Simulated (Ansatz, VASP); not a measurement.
## Two plane-wave programs on ZnS

File INCAR:

```
SYSTEM = ZnS
PREC     = Accurate       ! precision mode
ENCUT    = 520            ! plane-wave cutoff, eV
EDIFF    = 1E-6           ! SCF threshold, eV
ISMEAR   = -1             ! smearing method
SIGMA    = 0.02           ! smearing width, eV
LREAL    = .False.        ! projectors in reciprocal space
LASPH    = .True.         ! aspherical terms in the spheres
NELM     = 100            ! most SCF steps
ALGO     = Normal         ! electronic algorithm
ISIF     = 2              ! what is computed and relaxed
LWAVE    = .False.        ! write WAVECAR
LCHARG   = .False.        ! write CHGCAR
GGA      = PE             ! functional
IBRION   = 2              ! ionic algorithm
NSW      = 80             ! ionic steps
EDIFFG   = -0.02          ! ionic threshold
```

The input KPOINTS:

```
regular mesh
0
Gamma
  14 14 14
  0 0 0
```

File POSCAR:

```
ZnS
1.0
    0.0000000000      2.7072500000      2.6801775000
    2.7072500000      0.0000000000      2.6801775000
    2.7072500000      2.7072500000      0.0000000000
Zn S
1 1
Direct
    0.0000000000      0.0000000000      0.0000000000
    0.2500000000      0.2500000000      0.2500000000
```

Input for Ansatz:

```yaml
crystal:
  lattice:
    - [0.0, 2.70725, 2.6801775]
    - [2.70725, 0.0, 2.6801775]
    - [2.70725, 2.70725, 0.0]
  atoms:
    - { symbol: Zn, position: [0.0, 0.0, 0.0] }
    - { symbol: S, position: [0.25, 0.25, 0.25] }
kpoints:
  mp_grid: { grid: [14, 14, 14] }
scf:
  occupations: { method: fermi_dirac, width: 0.02 }
hamiltonian:
  xc: pbe
  pseudopotentials: { kind: paw }
output:
  forces: true
  stress: true
  populations: true
  efg:
    quadrupole_moments_barn: { Zn: 0.122, S: -0.0694 }
    contact_densities: true
relax:
  f_tol: 0.02
  max_steps: 60
```

Change from the starting cell: z stretched by -1 %, ions relaxed.

Alike in both runs: task relaxation of the atoms; functional PBE; k mesh 14 × 14 × 14; occupations fermi-dirac, width 0.02 eV; no spin polarisation.

```csv
,VASP,Ansatz
version,VASP 6.6.1,Ansatz 0.2.0
potentials or method,"VASP PAW PBE potentials, release 64 (Zn, S)","plane-wave PAW, scalar-relativistic"
plane-wave cutoff (eV),520,420
valence electrons in the cell,18,18
```

Ansatz gave:

- gap on the k mesh at the Fermi level, each at its own relaxed structure (eV): 2.10

Q: Estimate VASP's values.

A: gap on the k mesh at the Fermi level, each at its own relaxed structure (eV): 2.11.

Ansatz's warnings: stress scf threshold loose.

Noted on VASP's run: the relaxation stopped at its first step, so nothing moved.
